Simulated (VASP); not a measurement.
A run of VASP 6.6.1 is set up as follows.

File INCAR:

```
PREC     = Accurate       # precision mode
ENCUT    = 520            # plane-wave cutoff, eV
EDIFF    = 1E-7           # SCF threshold, eV
ISMEAR   = -1             # smearing method
SIGMA    = 0.08           # smearing width, eV
LREAL    = F              # projectors in reciprocal space
LASPH    = T              # aspherical terms in the spheres
NELM     = 80             # most SCF steps
ALGO     = Normal         # electronic algorithm
ISIF     = 2              # what is computed and relaxed
LWAVE    = F              # write WAVECAR
LCHARG   = T              # write CHGCAR
GGA      = CA             # functional
LELF     = T              # ELF
LVHAR    = T            
NBANDS   = 18             # bands
```

File KPOINTS:

```
Automatic mesh
0
Gamma
  13 13 13
```

File POSCAR:

```
Ta
1.0
    0.0000000000      2.1857890471      2.1857890471
    2.1857890471      0.0000000000      2.1857890471
    2.1857890471      2.1857890471      0.0000000000
Ta
2
Direct
   -0.1250000000     -0.1250000000     -0.1250000000
    0.1250000000      0.1250000000      0.1250000000
```

Potentials or basis: VASP PAW LDA potentials, release 64 (Ta_pv).

Run with:

```bash
$ cat potpaw_LDA.64/Ta_pv/POTCAR > POTCAR
$ mpirun -np 1 vasp_std > vasp.out
```

(1) Estimate the pressure.

(2) Predict the band gap on the k mesh.

Answers

(1) 533.5 GPa.

(2) zero (band 11 reaches 13.47 eV, above the bottom of band 12 at 8.17 eV).

Caveat: spin-orbit coupling is left out, which moves the levels of the heavy elements.
